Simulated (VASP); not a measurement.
Wanted: the native input for a VASP 6.6.1 run.

```yaml
Task: single point
Functional: PBE
Potentials_or_basis: VASP PAW PBE potentials, release 64 (Eu)
Cutoff: 520 eV
k_mesh: 10 × 10 × 10
Occupations: fermi-dirac, width 0.05 eV
Spin: collinear spin, ferromagnetic start
Starting_moments: "[7.0] μB"
Hubbard_terms: Eu f U = 5.0 eV
Dipole_correction: no
Further_INCAR_settings: ALGO = Normal; EDIFF = 1e-06; NBANDS = 18
```

The structure of Eu lies in POSCAR:

```
Eu
1.0
   -2.3030000000      2.3030000000      2.3030000000
    2.3030000000     -2.3030000000      2.3030000000
    2.3030000000      2.3030000000     -2.3030000000
Eu
1
Direct
    0.0000000000      0.0000000000      0.0000000000
```

The input as run:

INCAR

```
SYSTEM = Eu
ALGO = Normal ; EDIFF = 1E-6
ENCUT = 520 ; GGA = PE
ISIF = 2 ; ISMEAR = -1
ISPIN = 2 ; LASPH = .TRUE.
LCHARG = .FALSE. ; LDAU = .TRUE.
LDAUJ = 0 ; LDAUL = 3
LDAUPRINT = 1 ; LDAUTYPE = 2
LDAUU = 5 ; LMAXMIX = 6
LORBIT = 11 ; LREAL = .FALSE.
LWAVE = .FALSE. ; MAGMOM = 7
NBANDS = 18 ; NELM = 150
PREC = Accurate ; SIGMA = 0.05
```

KPOINTS

```
k-points
0
G
  10 10 10
  0 0 0
```

Potentials or basis: VASP PAW PBE potentials, release 64 (Eu).

Launch:

```bash
$ cat potpaw_PBE.64/Eu/POTCAR > POTCAR
$ mpirun -np 1 vasp_std > vasp.out
```

Results of the run:

| Item | Value |
| --- | --- |
| Pressure | -0.4 GPa |
| Net moment | 7.36 μB per cell |
| Site moments | Eu +6.80 μB |
| Valence electrons inside the program's atomic spheres | Eu 14.84 |

It took 2.7 min on 1 thread of Intel(R) Xeon(R) Platinum 8375C CPU @ 2.90GHz (Ice Lake), with other jobs on the host, peak memory 0.23 GiB.
